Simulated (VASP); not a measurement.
# C: single point with PBEsol+D3(BJ)

The system is C.

```
CELL_PARAMETERS angstrom
2.45766 0.00000 0.00000
-1.22883 2.12839 0.00000
0.00000 0.00000 3.52948
ATOMIC_POSITIONS crystal
C 0.32863 0.65727 0.00000
C 0.67137 0.34273 0.00000
```

This cell differs from its parent crystal: atoms displaced along a vibrational mode.

```
Program                : VASP 6.6.1
Task                   : single point
Functional             : PBEsol
Dispersion             : D3(BJ)
Potentials or basis    : VASP PAW PBE potentials, release 64 (C)
Cutoff                 : 520 eV
k mesh                 : 21 × 21 × 12
Occupations            : gaussian, width 0.15 eV
Spin                   : no spin polarisation
Dipole correction      : no
Further INCAR settings : ALGO = Normal; EDIFF = 1e-06; NBANDS = 11
```

```
Pressure                   : 1.4 GPa
Largest force              : 2.109 eV/Å
Band gap on the k mesh     : zero (bands 4 and 5 overlap by 0.49 eV)
Dispersion energy per atom : -0.105 eV
```

Forces in eV/Å, atoms in the order of the input:
```
C    0.000  2.109  0.000
C    0.000 -2.109  0.000
```

Stress tensor (GPa, compression positive):
```
 6.48  0.00  0.00
 0.00 -2.28  0.00
 0.00  0.00 -0.13
```

Levels at points of the mesh, in eV from the Fermi level:
```
           k point  band 1  band 2  band 3  band 4  band 5  band 6  band 7  band 8  band 9
(0.00, 0.00, 0.00)  -19.65   -6.90   -3.59   -2.37    3.66    7.55    9.13   11.75   12.72
(0.00, 0.00, 0.50)  -19.44   -8.45   -3.57   -2.35    7.61    9.19    9.20   11.46   13.01
```

Run time: 4.1 min on 1 thread of Intel Xeon 8259CL, with other jobs on the host, peak memory 0.25 GiB.

Caveat: the cell differs from its parent crystal (atoms displaced along a vibrational mode); the stress differs along the axes, from -2 to 6 GPa; the PAW data sets were made with another functional, which shifts forces and pressure a little.
